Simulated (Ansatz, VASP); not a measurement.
One calculation of Nb4N, two programs

```
CELL_PARAMETERS angstrom
-2.92406 2.92406 2.92406
2.92406 -2.92406 2.92406
2.92406 2.92406 -2.92406
ATOMIC_POSITIONS crystal
Nb 0.00000 0.00000 0.74631
Nb 0.74631 0.00000 0.00000
Nb 0.00000 0.74631 0.00000
Nb 0.25369 0.25369 0.25369
N 0.00000 0.00000 0.00000
```

Change from the starting cell: species swapped into the H4C type (I-43m, No. 217).

Alike in both runs: task single point; functional PBE; k mesh 4 × 4 × 4; occupations gaussian, width 0.1 eV; no spin polarisation.

```csv
,VASP,Ansatz
version,VASP 6.6.1,Ansatz 0.2.0
potentials or method,"VASP PAW PBE potentials, release 64 (Nb_sv, N), cutoff 520 eV","scalar-relativistic, plane waves, PAW"
valence electrons in the cell,57,57
```

|  | VASP | Ansatz | Ansatz less VASP |
| --- | --- | --- | --- |
| gap on the k mesh at the Fermi level (eV) | none | none | - |
| rms of the force components (eV/Å) | 47.523 | 47.499 | -0.0243 |

Atom by atom the forces differ by 0.024 eV/Å (rms over components). A gap of «none» marks a metal or a gap that the smearing closes.

The k mesh is coarse, so the values compare programs but aren't converged.
